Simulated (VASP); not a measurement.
Crystal: Ag.

```
Ag
1.0
     0.00000    2.04283    2.04283
     2.04283    0.00000    2.04283
     2.04283    2.04283    0.00000
Ag
1
Cartesian
  0.0000 0.0000 0.0000
```

```yaml
Program: VASP 6.6.1
Task: relaxation of cell and atoms
Functional: PBEsol
Potentials_or_basis: VASP PAW PBE potentials, release 64 (Ag)
Cutoff: 500 eV
k_mesh: 18 × 18 × 18
Occupations: fermi-dirac, width 0.05 eV
Spin: no spin polarisation
```

At the start: pressure -2.7 GPa; volume 17.05 Å³/atom.

Task: How do energy, volume and symmetry change on relaxing?

Result: Over 3 steps the energy falls by 3.6 meV/atom and the volume is 16.63 Å³/atom (-2.4 %); space group Fm-3m (No. 225, to 0.05 Å).

The path:
```csv
step,energy change (eV),largest force (eV/Å),pressure (GPa),volume (Å³)
1,0.0000,0.0000,-2.73,17.05
2,-0.0017,0.0000,2.20,16.34
3,-0.0036,0.0000,0.00,16.63
```

Final structure:
```yaml
crystal:
  lattice:
    - [0.00000, 2.02607, 2.02607]
    - [2.02607, 0.00000, 2.02607]
    - [2.02607, 2.02607, 0.00000]
  atoms:
    - { symbol: Ag, position: [0.00000, 0.00000, 0.00000] }
```

Caveat: the PAW data sets were made with another functional, which shifts forces and pressure a little.
